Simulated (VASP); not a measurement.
# ZnO: single point with PBE

The system is ZnO.

```
Zn O
1.0
     5.59818    0.00000    0.00000
     0.00000    5.59818    0.00000
     0.00000    0.00000    3.28103
Zn O
4 4
Direct
  0.18191 0.18191 0.50000
  0.81809 0.81809 0.50000
  0.68191 0.31809 0.00000
  0.31809 0.68191 0.00000
  0.81817 0.18183 0.50000
  0.18183 0.81817 0.50000
  0.68183 0.68183 0.00000
  0.31817 0.31817 0.00000
```

```yaml
Program: VASP 6.6.1
Task: single point
Functional: PBE
Potentials_or_basis: VASP PAW PBE potentials, release 64 (Zn, O)
Cutoff: 520 eV
k_mesh: 4 × 4 × 6
Occupations: gaussian, width 0.1 eV
Spin: no spin polarisation
Dipole_correction: no
Further_INCAR_settings: ALGO = Normal; EDIFF = 1e-06; NBANDS = 46
```

* Pressure: 1.2 GPa
* Largest force: 0.015 eV/Å
* Band gap on the k mesh: 0.75 eV

Forces in eV/Å, atoms in the order of the input:
```
Zn  -0.011 -0.011  0.000
Zn   0.011  0.011  0.000
Zn  -0.011  0.011  0.000
Zn   0.011 -0.011  0.000
O    0.010 -0.010  0.000
O   -0.010  0.010  0.000
O   -0.010 -0.010  0.000
O    0.010  0.010  0.000
```

Stress tensor (GPa, compression positive):
```
1.08 0.00 0.00
0.00 1.08 0.00
0.00 0.00 1.32
```

Levels at points of the mesh, in eV from the valence-band top:
| k point | band 33 | band 34 | band 35 | band 36 | band 37 | band 38 | band 39 | band 40 |
| --- | --- | --- | --- | --- | --- | --- | --- | --- |
| (0.00, 0.00, 0.00) | -0.44 | -0.18 | -0.18 | 0.00 | 0.75 | 5.13 | 5.13 | 6.90 |
| (0.50, 0.00, 0.00) | -0.48 | -0.48 | -0.40 | -0.40 | 3.13 | 3.13 | 6.02 | 6.02 |
| (0.50, 0.50, 0.00) | -0.82 | -0.82 | -0.74 | -0.74 | 4.18 | 4.18 | 4.61 | 4.61 |
| (0.00, 0.00, 0.50) | -1.70 | -1.70 | -1.27 | -1.27 | 5.73 | 5.73 | 7.93 | 7.93 |
| (0.50, 0.00, 0.50) | -1.48 | -1.48 | -1.01 | -1.01 | 5.81 | 5.81 | 6.75 | 6.75 |
| (0.50, 0.50, 0.50) | -1.31 | -1.31 | -1.26 | -1.26 | 5.54 | 5.54 | 5.83 | 5.83 |

Wall time 90 s on 1 thread of Intel(R) Xeon(R) Platinum 8488C (Sapphire Rapids), with other jobs on the host, peak memory 0.23 GiB.

Caveat: semilocal functionals underestimate gaps, and a narrow one can read as zero.
